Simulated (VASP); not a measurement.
# TaAs (Fm-3m) in VASP: further runs

The runs below take TaAs through single point, with PBE, PBEsol.

Program: VASP 6.6.1. These are calculated values, not measurements. Logs are shortened: lines on timing, memory, paths and dates and some standing lists are left out, and cuts for length are marked.

## (1) The cell of the first run

The structure is cubic, space group Fm-3m (No. 225). The conventional cell has a = 5.271 Å, b = 5.271 Å, c = 5.271 Å, α = 90.00°, β = 90.00°, γ = 90.00°. Within 3.5 Å of Ta (site symmetry m-3m) lie 6 As at 2.64 Å. As (site symmetry m-3m) has 6 Ta at 2.64 Å within 3.5 Å.

## (2) Single point, PBE (18.31 Å³/atom)

Contents of INCAR:

```
  ALGO = Normal
  EDIFF = 1E-6
  ENCUT = 500
  GGA = PE
  GGA_COMPAT = False
  ISIF = 2
  ISMEAR = 0
  LASPH = True
  LCHARG = False
  LREAL = False
  LWAVE = False
  NBANDS = 15
  NELM = 120
  PREC = Accurate
  SIGMA = 0.05
```

Contents of KPOINTS:

```
k-points
0
Gamma
  12 12 12
```

Contents of POSCAR:

```
TaAs
1.0
    0.0000000000      2.6355975707      2.6355975707
    2.6355975707      0.0000000000      2.6355975707
    2.6355975707      2.6355975707      0.0000000000
Ta As
1 1
Direct
    0.5000000000      0.5000000000      0.5000000000
    0.0000000000      0.0000000000      0.0000000000
```

Potentials or basis: VASP PAW PBE potentials, release 64 (Ta_pv, As).

Started as:

```
cat potpaw_PBE.64/Ta_pv/POTCAR potpaw_PBE.64/As/POTCAR > POTCAR
mpirun -np 1 vasp_std > vasp.out
```

OUTCAR:

```text
EDIFF = 1E-6
   ENCUT = 500
   GGA = PE
   ISIF = 2
   ISMEAR = 0
   LASPH = True
   LREAL = False
   NELM = 120
   PREC = Accurate

 ion  position               nearest neighbor table
   1  0.500  0.500  0.500-   2 2.64   2 2.64   2 2.64   2 2.64   2 2.64   2 2.64
   2  0.000  0.000  0.000-   1 2.64   1 2.64   1 2.64   1 2.64   1 2.64   1 2.64

  LATTYP: Found a face centered cubic cell.
 ALAT       =     5.2711951414

  Lattice vectors:

 A1 = (   0.0000000000,   2.6355975707,   2.6355975707)
 A2 = (   2.6355975707,   0.0000000000,   2.6355975707)
 A3 = (   2.6355975707,   2.6355975707,   0.0000000000)

Analysis of symmetry for initial positions (statically):
=====================================================================
 Subroutine PRICEL returns:
 Original cell was already a primitive cell.

 Routine SETGRP: Setting up the symmetry group for a
 face centered cubic supercell.

 Subroutine GETGRP returns: Found 48 space group operations
 (whereof 48 operations were pure point group operations)
 out of a pool of 48 trial point group operations.

The static configuration has the point symmetry O_h .

Analysis of symmetry for dynamics (positions and initial velocities):
=====================================================================
 Subroutine PRICEL returns:
 Original cell was already a primitive cell.

 Routine SETGRP: Setting up the symmetry group for a
 face centered cubic supercell.

 Subroutine GETGRP returns: Found 48 space group operations
 (whereof 48 operations were pure point group operations)
 out of a pool of 48 trial point group operations.

The dynamic configuration has the point symmetry O_h .

 Subroutine INISYM returns: Found 48 space group operations
 (whereof 48 operations are pure point group operations),
 and found     1 'primitive' translations

----------------------------------------------------------------------------------------

                                     Primitive cell

  volume of cell :      36.6157

  direct lattice vectors                    reciprocal lattice vectors
     0.000000000  2.635597571  2.635597571    -0.189710298  0.189710298  0.189710298
     2.635597571  0.000000000  2.635597571     0.189710298 -0.189710298  0.189710298
     2.635597571  2.635597571  0.000000000     0.189710298  0.189710298 -0.189710298

  length of vectors
     3.727297829  3.727297829  3.727297829     0.328587874  0.328587874  0.328587874

  position of ions in fractional coordinates (direct lattice)
     0.500000000  0.500000000  0.500000000
     0.000000000  0.000000000  0.000000000

  ion indices of the primitive-cell ions
   primitive index   ion index
                 1           1
                 2           2

----------------------------------------------------------------------------------------

 KPOINTS: k-points

Automatic generation of k-mesh.
 Grid dimensions read from file:
 generate k-points for:   12   12   12

 Generating k-lattice:

  Cartesian coordinates                     Fractional coordinates (reciprocal lattice)
    -0.015809191  0.015809191  0.015809191     0.083333333  0.000000000  0.000000000
     0.015809191 -0.015809191  0.015809191     0.000000000  0.083333333  0.000000000
     0.015809191  0.015809191 -0.015809191     0.000000000  0.000000000  0.083333333

  Length of vectors
     0.027382323  0.027382323  0.027382323

  Shift w.r.t. Gamma in fractional coordinates (k-lattice)
     0.000000000  0.000000000  0.000000000

 Subroutine IBZKPT returns following result:
 ===========================================

 Found     72 irreducible k-points:

 Following reciprocal coordinates:
            Coordinates               Weight
  0.000000  0.000000  0.000000      1.000000
  0.083333  0.000000  0.000000      8.000000
  0.166667  0.000000  0.000000      8.000000
  0.250000  0.000000  0.000000      8.000000
  0.333333  0.000000  0.000000      8.000000
  0.416667  0.000000  0.000000      8.000000
[... 16 lines left out ...]
  0.500000  0.166667  0.000000     24.000000
 -0.416667  0.166667  0.000000     24.000000
 [... further k-points ...]
   k-points           NKPTS =     72   k-points in BZ     NKDIM =     72   number of bands    NBANDS=     15
   number of dos      NEDOS =    301   number of ions     NIONS =      2
   total plane-waves  NPLWV =  21952
   dimension x,y,z NGX =    28 NGY =   28 NGZ =   28
   dimension x,y,z NGXF=    56 NGYF=   56 NGZF=   56
   ions per type =               1   1
   NGX,Y,Z   is equivalent  to a cutoff of  12.49, 12.49, 12.49 a.u.
   NGXF,Y,Z  is equivalent  to a cutoff of  24.98, 24.98, 24.98 a.u.
 SYSTEM =  unknown system
   PREC   = accura    normal or accurate (medium, high low for compatibility)
   ISTART =      0    job   : 0-new  1-cont  2-samecut
   ICHARG =      2    charge: 1-file 2-atom 10-const
   ISPIN  =      1    spin polarized calculation?
   LNONCOLLINEAR =      F non collinear calculations
   LSORBIT =      F    spin-orbit coupling
   LASPH  =      T    aspherical Exc in radial PAW
   ENCUT  =  500.0 eV  36.75 Ry    6.06 a.u.   6.80  6.80  6.80*2*pi/ulx,y,z
   NELM   =    120;   NELMIN=  2; NELMDL= -5     # of ELM steps
   EDIFF  = 0.1E-05   stopping-criterion for ELM
   LREAL  =      F    real-space projection
   EDIFFG = 0.1E-04   stopping-criterion for IOM
   NSW    =      0    number of steps for IOM
   IBRION =     -1    ionic relax: 0-MD 1-quasi-New 2-CG
   NFREE  =      0    steps in history (QN), initial steepest desc. (CG)
   ISIF   =      2    stress and relaxation
   ISYM   =      2    0-nonsym 1-usesym 2-fastsym
   POTIM  = 0.5000    time-step for ionic-motion
   TEBEG  =    0.0;   TEEND  =   0.0 temperature during run
   PSTRESS=    0.0 pullay stress
   NELECT =      16.0000    total number of electrons
   NUPDOWN=      -1.0000    fix difference up-down
   EMIN   =  10.00;   EMAX   =-10.00  energy-range for DOS
   EFERMI =   0.00;   METHOD = LEGACY
   ISMEAR =     0;   SIGMA  =   0.05  broadening in eV -4-tet -1-fermi 0-gaus
   EFERMI_NEDOS =   21; number of points for ismear=-14 and -15
   IALGO  =     38    algorithm
   IMIX   =      4    mixing-type and parameters
     AMIX     =   0.40;   BMIX     =  1.00
     AMIX_MAG =   1.60;   BMIX_MAG =  1.00
  volume/ion in A,a.u.               =      18.31       123.55
  Fermi-wavevector in a.u.,A,eV,Ry     =   1.242298  2.347603 20.997924  1.543304
  Thomas-Fermi vector in A             =   2.376658
   LORBIT       =      0    0 simple, 1 ext, 2 COOP (PROOUT), +10 PAW based schemes
   GGA     = PE    functional components
   LHFCALC =     F    Hartree Fock is set to
   AEXX    =    0.0000 exact exchange contribution
   IVDW    =     0    specifies the selected vdW correction
   LEPSILON=     F    determine dielectric tensor
   LRPA    =     F    only Hartree local field effects (RPA)
 non-spin polarized calculation
 Gauss-broadening in eV      SIGMA  =   0.05
  energy-cutoff  :      500.00
  volume of cell :       36.62
 maximum number of plane-waves:       950
   NGX = 13   NGY = 13   NGZ = 13

 number of electron      15.9999999 magnetization

 Free energy of the ion-electron system (eV)
  ---------------------------------------------------
  ext. energy  EPLUGINS =         0.00000000
  ---------------------------------------------------
  free energy    TOTEN  =       -16.41463725 eV

  energy without entropy =      -16.41179621  energy(sigma->0) =      -16.41321673

 E-fermi :   7.1857     XC(G=0): -11.6408

 val. band max:        7.1741253658   @ k =   0.3333   0.2500   0.0833
 cond. band min:       7.1897328107   @ k =  -0.3333   0.0833   0.0000
 fundamental gap:      0.0156074449
 Fermi energy:         7.1856733315

 k-point     1 :       0.0000    0.0000    0.0000
  band No.  band energies     occupation
      1     -28.4043      2.00000
      2     -28.4043      2.00000
      3     -28.4043      2.00000
      4      -7.0398      2.00000
      5       5.5882      2.00000
      6       5.5882      2.00000
      7       5.5882      2.00000
      8       6.2998      2.00000
      9       6.2998      2.00000
     10       6.7146      2.00000
     11       6.7146      2.00000
     12       6.7146      2.00000
     13      10.8464      0.00000
     14      14.5399      0.00000
     15      19.9410      0.00000

 k-point     2 :       0.0833    0.0000    0.0000
  band No.  band energies     occupation
      1     -28.4127      2.00000
      2     -28.4050      2.00000
      3     -28.4050      2.00000
      4      -6.9247      2.00000
      5       4.9150      2.00000
      6       5.2032      2.00000
      7       5.2032      2.00000
      8       5.8539      2.00000
      9       5.8539      2.00000
     10       6.7874      2.00000
     11       7.8129      0.00000
     12       7.8129      0.00000
     13      11.4980      0.00000
     14      14.8021      0.00000
     15      19.4354      0.00000

 k-point     3 :       0.1667    0.0000    0.0000
  band No.  band energies     occupation
      1     -28.4358      2.00000
      2     -28.4069      2.00000
      3     -28.4069      2.00000
      4      -6.5888      2.00000
      5       3.5771      2.00000
      6       4.2862      2.00000
      7       4.2862      2.00000
      8       6.1287      2.00000
      9       6.1287      2.00000
     10       6.8877      2.00000
     11       9.2347      0.00000
     12       9.2347      0.00000
     13      12.8106      0.00000
     14      15.2945      0.00000
     15      18.0080      0.00000
[... 343 lines left out ...]
 k-point    23 :       0.5000    0.1667    0.0000
  band No.  band energies     occupation
      1     -28.5150      2.00000
      2     -28.4332      2.00000
      3     -28.4232      2.00000
      4      -4.6869      2.00000
      5       0.0362      2.00000
      6       2.3798      2.00000
      7       2.8772      2.00000
      8       6.9008      2.00000
      9       8.1475      0.00000
     10       8.4014      0.00000
     11      10.9197      0.00000
     12      11.3421      0.00000
     13      12.8021      0.00000
     14      15.0396      0.00000
     15      16.2907      0.00000

 k-point    24 :      -0.4167    0.1667    0.0000
  band No.  band energies     occupation
      1     -28.5163      2.00000
      2     -28.4377      2.00000
      3     -28.4196      2.00000
      4      -4.5826      2.00000
      5      -0.1184      2.00000
      6       2.3855      2.00000
      7       2.6926      2.00000
      8       7.6143      0.00000
      9       7.8531      0.00000
     10       8.1163      0.00000
     11      10.8681      0.00000
     12      11.7862      0.00000
     13      12.4723      0.00000
     14      15.6107      0.00000
     15      16.1956      0.00000

 [... further k-points ...]
[... 5 lines left out ...]
  --------------------------------------------------------------------------------------
  -------------------------------------------------------------------------------------
  Total       -0.0159139     -0.0159139     -0.0159139      0.0000000      0.0000000      0.0000000
  in kB       -0.6963356     -0.6963356     -0.6963356      0.0000000      0.0000000      0.0000000
  external PRESSURE =      -0.6963356 kB  Pullay stress =       0.0000000 kB

 VOLUME and BASIS-vectors are now :
 -----------------------------------------------------------------------------
  energy-cutoff  :      500.00
  volume of cell :       36.62
      direct lattice vectors                 reciprocal lattice vectors
     0.000000000  2.635597571  2.635597571    -0.189710298  0.189710298  0.189710298
     2.635597571  0.000000000  2.635597571     0.189710298 -0.189710298  0.189710298
     2.635597571  2.635597571  0.000000000     0.189710298  0.189710298 -0.189710298

 POSITION                                       TOTAL-FORCE (eV/Angst)
 -----------------------------------------------------------------------------------
      2.63560      2.63560      2.63560        -0.000000      0.000000     -0.000000
      0.00000      0.00000      0.00000         0.000000     -0.000000      0.000000
 -----------------------------------------------------------------------------------
    total drift:                                0.000000      0.000000      0.000000

  FREE ENERGIE OF THE ION-ELECTRON SYSTEM (eV)
  ---------------------------------------------------
  free  energy   TOTEN  =       -16.4146372548 eV

  energy  without entropy=      -16.4117962055  energy(sigma->0) =      -16.41321673
```

It took 58 s on 1 thread of Intel Xeon 8259CL, shared host; peak memory 0.18 GiB.

Results:

```yaml
Free_energy: -16.4146 eV
Pressure: -0.1 GPa
Band_gap_on_the_k_mesh: zero (bands 8 and 9 overlap by 2.16 eV)
```

Caveat: spin-orbit coupling is left out, which moves the levels of the heavy elements.

## (3) Single point, PBE (18.25 Å³/atom)

This run uses another cell than the first one, of 18.25 Å³/atom.

Contents of INCAR:

```
SYSTEM = TaAs
PREC = Accurate ; ENCUT = 500
EDIFF = 1E-6 ; ISMEAR = 0
SIGMA = 0.05 ; LREAL = .False.
LASPH = .True. ; NELM = 120
ALGO = Normal ; ISIF = 2
LWAVE = .False. ; LCHARG = .False.
GGA = PE ; NBANDS = 15
GGA_COMPAT = .False.
```

Contents of KPOINTS:

```
Automatic mesh
0
Gamma
  12 12 12
  0 0 0
```

Contents of POSCAR:

```
TaAs
1.0
    0.0000000000      2.6328750318      2.6328750318
    2.6328750318      0.0000000000      2.6328750318
    2.6328750318      2.6328750318      0.0000000000
Ta As
1 1
Direct
    0.5000000000      0.5000000000      0.5000000000
    0.0000000000      0.0000000000      0.0000000000
```

Potentials or basis: VASP PAW PBE potentials, release 64 (Ta_pv, As).

Started as:

```
cat potpaw_PBE.64/Ta_pv/POTCAR potpaw_PBE.64/As/POTCAR > POTCAR
mpirun -np 1 vasp_std > vasp.out
```

Wall time 62 s (1 thread of Intel Xeon 8259CL, shared host); peak memory 0.18 GiB.

It converged, with:

```yaml
Free_energy: -16.4145 eV
Pressure: 0.4 GPa
Band_gap_on_the_k_mesh: zero (bands 8 and 9 overlap by 2.17 eV)
```

Levels at points of the mesh, in eV from the Fermi level:
```
           k point  band 6  band 7  band 8  band 9  band 10  band 11
(0.00, 0.00, 0.00)   -1.61   -1.61   -0.89   -0.89    -0.47    -0.47
(0.50, 0.00, 0.00)   -4.68   -4.68    0.83    0.83     1.30     2.78
(0.50, 0.50, 0.00)   -3.53   -2.49   -2.49    0.21     0.98     1.62
```

Caveat: spin-orbit coupling is left out, which moves the levels of the heavy elements.

(Continued in part 2 of 2.)
